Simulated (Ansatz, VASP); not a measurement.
**KBr in VASP and in Ansatz**

File INCAR:

```
PREC = Accurate ; ENCUT = 520
EDIFF = 1E-6 ; ISMEAR = 0
SIGMA = 0.01 ; LREAL = False
LASPH = True ; NELM = 100
ALGO = Normal ; ISIF = 2
LWAVE = False ; LCHARG = True
GGA = PE ; LELF = True
LVHAR = True ; NBANDS = 24
```

File KPOINTS:

```
regular mesh
0
Gamma
  6 6 4
```

The input POSCAR:

```
KBr
1.0
    5.6181215190      0.0000000000      0.0000000000
   -2.8090607595      4.8654359570      0.0000000000
    0.0000000000      0.0000000000      6.5535957913
K Br
2 2
Direct
    0.3333333333      0.6666666667      0.2500000000
    0.6666666667      0.3333333333      0.7500000000
    0.6666666667      0.3333333333      0.2500000000
    0.3333333333      0.6666666667      0.7500000000
```

Input for Ansatz:

```yaml
crystal:
  lattice:
    - [5.618121519, 0.0, 0.0]
    - [-2.8090607595, 4.865435957, 0.0]
    - [0.0, 0.0, 6.5535957913]
  atoms:
    - { symbol: K, position: [0.3333333333, 0.6666666667, 0.25] }
    - { symbol: K, position: [0.6666666667, 0.3333333333, 0.75] }
    - { symbol: Br, position: [0.6666666667, 0.3333333333, 0.25] }
    - { symbol: Br, position: [0.3333333333, 0.6666666667, 0.75] }
kpoints:
  mp_grid: { grid: [6, 6, 4] }
  band_path:
    path:
      - [0.0, 0.0, 0.0]
      - [0.5, 0.0, 0.0]
      - [0.3333333333, 0.3333333333, 0.0]
      - [0.0, 0.0, 0.5]
      - [0.5, 0.0, 0.5]
      - [0.3333333333, 0.3333333333, 0.5]
    npoints: 1
hamiltonian:
  xc: pbe
scf:
  occupations: { method: fixed }
  n_extra_bands: 5
output:
  forces: true
  stress: true
  eigenvalues: true
```

Alike in both runs: task single point; functional PBE; k mesh 6 × 6 × 4; no spin polarisation.

```csv
,VASP,Ansatz
version,VASP 6.6.1,Ansatz 0.2.0
potentials or method,"VASP PAW PBE potentials, release 64 (K_sv, Br)","plane waves, PAW"
plane-wave cutoff (eV),520,420
occupations,"gaussian, width 0.01 eV",fixed
valence electrons in the cell,32,32
```

|  | VASP | Ansatz | Ansatz less VASP |
| --- | --- | --- | --- |
| gap on the k mesh at the Fermi level (eV) | 4.19 | 4.19 | +0.001 |
| pressure (GPa) | 0.4 | 0.4 | -0.03 |
| traceless stress, the component that is largest in VASP (GPa) | 0.10 | 0.10 | -0.005 |
